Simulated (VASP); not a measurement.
# RbBr: single point with r2SCAN

The system is RbBr.

```
Rb Br
1.0
     0.00000    3.46083    3.54735
     3.46083    0.00000    3.54735
     3.46083    3.46083    0.00000
Rb Br
1 1
Direct
  0.00000 0.00000 0.00000
  0.50000 0.50000 0.50000
```

This cell differs from its parent crystal: uniaxial z strain +2.5%.

```json
{"Program": "VASP 6.6.1", "Task": "single point", "Functional": "r2SCAN", "Potentials or basis": "VASP PAW PBE potentials, release 64 (Rb_sv, Br)", "Cutoff": "520 eV", "k mesh": "6 × 6 × 6", "Occupations": "gaussian, width 0.01 eV", "Spin": "no spin polarisation"}
```

- Pressure: -0.3 GPa
- Band gap on the k mesh: 4.82 eV

Stress tensor (GPa, compression positive):
```
-0.05  0.00  0.00
 0.00 -0.05  0.00
 0.00  0.00 -0.69
```

Levels at points of the mesh, in eV from the valence-band top:
```csv
k point,band 4,band 5,band 6,band 7,band 8,band 9,band 10,band 11,band 12,band 13
"(0.00, 0.00, 0.00)",-8.80,-8.80,-0.02,0.00,0.00,4.82,7.77,7.91,7.91,8.83
"(0.50, 0.00, 0.00)",-8.81,-8.76,-0.89,-0.31,-0.31,7.14,8.08,10.04,10.07,10.59
"(0.50, 0.50, 0.00)",-8.86,-8.86,-0.50,-0.15,-0.15,6.13,7.72,9.36,9.91,10.11
"(0.50, 0.00, 0.50)",-8.87,-8.86,-0.46,-0.18,-0.17,6.10,7.74,9.46,9.96,10.14
```

It took 3.8 min on 1 thread of Oxide Virtual Turin-like Processor, on a shared host, peak memory 0.22 GiB.

Caveat: the cell differs from its parent crystal (uniaxial z strain +2.5%); the PAW data sets were made with another functional, which shifts forces and pressure a little.
